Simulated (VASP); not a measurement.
Set up this calculation in VASP 6.6.1, as the native input.

- Task: relaxation of cell and atoms
- Functional: r2SCAN
- Potentials or basis: VASP PAW PBE potentials, release 64 (Ti_sv, H)
- Cutoff: 600 eV
- k mesh: 17 × 17 × 17
- Occupations: gaussian, width 0.1 eV
- Spin: no spin polarisation
- Dipole correction: no
- Further INCAR settings: ALGO = Normal; EDIFF = 1e-06; IBRION = 2; EDIFFG = -0.01; NSW = 60; ISIF = 3

The system is TiH.

```
Ti H
1.0
     0.00000    2.08970    2.08970
     2.08970    0.00000    2.08970
     2.08970    2.08970    0.00000
Ti H
1 1
Cartesian
  0.0000 0.0000 0.0000
  2.0897 2.0897 2.0897
```

One way to write it, as run:

POSCAR

```
TiH
1.0
    0.0000000000      2.0896970000      2.0896970000
    2.0896970000      0.0000000000      2.0896970000
    2.0896970000      2.0896970000      0.0000000000
Ti H
1 1
Direct
    0.0000000000      0.0000000000      0.0000000000
    0.5000000000      0.5000000000      0.5000000000
```

INCAR.step1

```
SYSTEM = TiH
ALGO = Normal
EDIFF = 1E-4
ENCUT = 600
GGA = PE
ISMEAR = 0
LASPH = .True.
LCHARG = .False.
LREAL = .False.
LWAVE = .True.
NELM = 80
PREC = Accurate
SIGMA = 0.1
```

INCAR.step2

```
SYSTEM = TiH
ALGO = Normal
EDIFF = 1E-6
EDIFFG = -0.01
ENCUT = 600
IBRION = 2
ISIF = 3
ISMEAR = 0
ISTART = 1
LASPH = .True.
LCHARG = .False.
LMIXTAU = .True.
LREAL = .False.
LWAVE = .False.
METAGGA = R2SCAN
NELM = 80
NSW = 60
PREC = Accurate
SIGMA = 0.1
```

KPOINTS

```
k-points
0
Gamma
  17 17 17
  0 0 0
```

Potentials or basis: VASP PAW PBE potentials, release 64 (Ti_sv, H).

Command:

```sh
$ cat potpaw_PBE.64/Ti_sv/POTCAR potpaw_PBE.64/H/POTCAR > POTCAR
$ cp INCAR.step1 INCAR
$ mpirun -np 1 vasp_std > vasp.out
$ cp INCAR.step2 INCAR
$ mpirun -np 1 vasp_std > vasp.out
```

It gave:

```json
{"Pressure after relaxing": "0.2 GPa", "Band gap on the k mesh": "zero (an odd number of electrons rules out a gap without spin polarisation)"}
```

Caveat: the relaxation stopped at its first step, so nothing moved; the PAW data sets were made with another functional, which shifts forces and pressure a little; an odd number of electrons without spin polarisation forces a metal; a magnetic or distorted state may lie lower.

Wall time 2.8 min on 1 thread of Oxide Virtual Turin-like Processor, on a shared host, peak memory 0.14 GiB.
